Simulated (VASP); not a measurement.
Set up this calculation in VASP 6.6.1, as the native input.

* Task: single point
* Functional: HSE06
* Potentials or basis: VASP PAW PBE potentials, release 64 (Cd, Se)
* Cutoff: 520 eV
* k mesh: 4 × 4 × 4
* Occupations: fermi-dirac, width 0.02 eV
* Spin: non-collinear spin, zero start, spin-orbit coupling
* Starting moments: [[0.0, 0.0, 0.0], [0.0, 0.0, 0.0]] μB
* Dipole correction: no
* Grid for exact exchange (PRECFOCK): Normal
* Further INCAR settings: ALGO = Normal; EDIFF = 1e-06; NBANDS = 30
* Share of exact exchange: 0.25
* Screening parameter: 0.2079 1/Å

Crystal: CdSe.

```
Cd Se
1.0
     0.00000    3.06780    3.06780
     3.06780    0.00000    3.06780
     3.06780    3.06780    0.00000
Cd Se
1 1
Cartesian
  0.0000 0.0000 0.0000
  4.6017 4.6017 4.6017
```

The input as run:

POSCAR

```
CdSe
1.0
    0.0000000000      3.0678016992      3.0678016992
    3.0678016992      0.0000000000      3.0678016992
    3.0678016992      3.0678016992      0.0000000000
Cd Se
1 1
Direct
    0.0000000000      0.0000000000      0.0000000000
    0.7500000000      0.7500000000      0.7500000000
```

INCAR.step1

```
PREC = Accurate ; ENCUT = 520
EDIFF = 1E-5 ; ISMEAR = -1
SIGMA = 0.02 ; LREAL = False
LASPH = True ; NELM = 150
ALGO = Normal ; ISIF = 2
LWAVE = True ; MAGMOM = 0 0 0 0 0 0
LORBIT = 11 ; LSORBIT = True
GGA_COMPAT = False ; LORBMOM = True
NBANDS = 30 ; GGA = PE
```

INCAR.step2

```
PREC = Accurate ; ENCUT = 520
EDIFF = 1E-6 ; ISMEAR = -1
SIGMA = 0.02 ; LREAL = False
LASPH = True ; NELM = 150
ALGO = Normal ; ISIF = 2
LWAVE = False ; LCHARG = True
MAGMOM = 0 0 0 0 0 0 ; LORBIT = 11
LSORBIT = True ; GGA_COMPAT = False
LORBMOM = True ; GGA = PE
LHFCALC = True ; HFSCREEN = 0.2079
PRECFOCK = Normal ; LVHAR = True
NBANDS = 30 ; ISTART = 1
```

KPOINTS

```
regular mesh
0
Gamma
  4 4 4
```

Potentials or basis: VASP PAW PBE potentials, release 64 (Cd, Se).

Run with:

```console
$ cat potpaw_PBE.64/Cd/POTCAR potpaw_PBE.64/Se/POTCAR > POTCAR
$ cp INCAR.step1 INCAR
$ mpirun -np 1 vasp_ncl > vasp.out
$ cp INCAR.step2 INCAR
$ mpirun -np 1 vasp_ncl > vasp.out
```

It gave:

The pressure is 0.5 GPa. The net moment is 0.00 μB per cell and the valence electrons inside the program's atomic spheres are Cd 10.30; Se 3.92.

Caveat: the k points lie up to 0.44 Å⁻¹ apart; the PAW data sets were made with another functional, which shifts forces and pressure a little.

Wall time 100 min on 1 thread of Oxide Virtual Turin-like Processor, with other jobs on the host, peak memory 0.42 GiB.
